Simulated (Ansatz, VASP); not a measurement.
## Two plane-wave programs on Ca

```
CELL_PARAMETERS angstrom
-2.10792 2.10792 2.52950
2.10792 -2.10792 2.52950
2.10792 2.10792 -2.52950
ATOMIC_POSITIONS crystal
Ca 0.00000 0.00000 0.00000
```

Alike in both runs: task single point; functional PBEsol; k mesh 16 × 16 × 16; occupations gaussian, width 0.15 eV; no spin polarisation.

|  | VASP | Ansatz |
| --- | --- | --- |
| version | VASP 6.6.1 | Ansatz 0.2.0 |
| potentials or method | VASP PAW PBE potentials, release 64 (Ca_sv), cutoff 520 eV | scalar-relativistic, plane waves, PAW |
| valence electrons in the cell | 10 | 10 |

|  | VASP | Ansatz | Ansatz less VASP |
| --- | --- | --- | --- |
| gap on the k mesh at the Fermi level (eV) | none | none | - |
| pressure (GPa) | -1.6 | -1.6 | -0.01 |
| traceless stress, the component that is largest in VASP (GPa) | 0.23 | 0.23 | 0.000 |

VASP's potentials were made for PBE, not for PBEsol. A gap of «none» marks a metal or a gap that the smearing closes.
